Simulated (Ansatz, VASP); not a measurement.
**Two plane-wave programs on Ta**

File INCAR:

```
SYSTEM = Ta
ALGO = Normal ; EDIFF = 1E-7
ENCUT = 520 ; GGA = PE
ISIF = 2 ; ISMEAR = 0
LASPH = .True. ; LCHARG = .True.
LELF = .True. ; LREAL = .False.
LVHAR = .True. ; LWAVE = .False.
NBANDS = 18 ; NELM = 80
PREC = Accurate ; SIGMA = 0.1
```

KPOINTS

```
k-points
0
Gamma
  18 18 8
  0 0 0
```

The input POSCAR:

```
Ta
1.0
    2.8139409848      0.0000000000      0.0000000000
   -1.4069704924      2.4369443776      0.0000000000
    0.0000000000      0.0000000000      4.9348249248
Ta
2
Direct
    0.6666666700      0.3333333300      0.7500000000
    0.3333333300      0.6666666700      0.2500000000
```

Input for Ansatz:

```yaml
crystal:
  lattice:
    - [2.8139409848, 0.0, 0.0]
    - [-1.4069704924, 2.4369443776, 0.0]
    - [0.0, 0.0, 4.9348249248]
  atoms:
    - { symbol: Ta, position: [0.66666667, 0.33333333, 0.75] }
    - { symbol: Ta, position: [0.33333333, 0.66666667, 0.25] }
basis:
  ecutwfc: 420
kpoints:
  mp_grid: { grid: [18, 18, 8] }
hamiltonian:
  xc: pbe
scf:
  occupations: { method: gaussian, width: 0.1 }
output:
  forces: true
  stress: true
  eigenvalues: true
```

Alike in both runs: task single point; functional PBE; k mesh 18 × 18 × 8; occupations gaussian, width 0.1 eV; no spin polarisation.

```csv
,VASP,Ansatz
version,VASP 6.6.1,Ansatz 0.2.0
potentials or method,"VASP PAW PBE potentials, release 64 (Ta_pv), cutoff 520 eV","scalar-relativistic, plane waves, PAW"
valence electrons in the cell,22,26
```

Ansatz gave:

| Quantity | Value |
| --- | --- |
| gap on the k mesh at the Fermi level (eV) | none |
| pressure (GPa) | 23.3 |
| traceless stress, the component that is largest in VASP (GPa) | 0.59 |

Task: Which values does VASP return?

Result: gap on the k mesh at the Fermi level (eV): none; pressure (GPa): 23.6; traceless stress, the component that is largest in VASP (GPa): 0.56.

A gap of «none» marks a metal or a gap that the smearing closes. With one functional, cell and mesh, what is left measures potentials, basis and numerics. VASP's potentials hold 22 valence electrons a cell and Ansatz's 26, so a difference there can come from the potentials and not from the codes.

Spin-orbit coupling is off throughout.
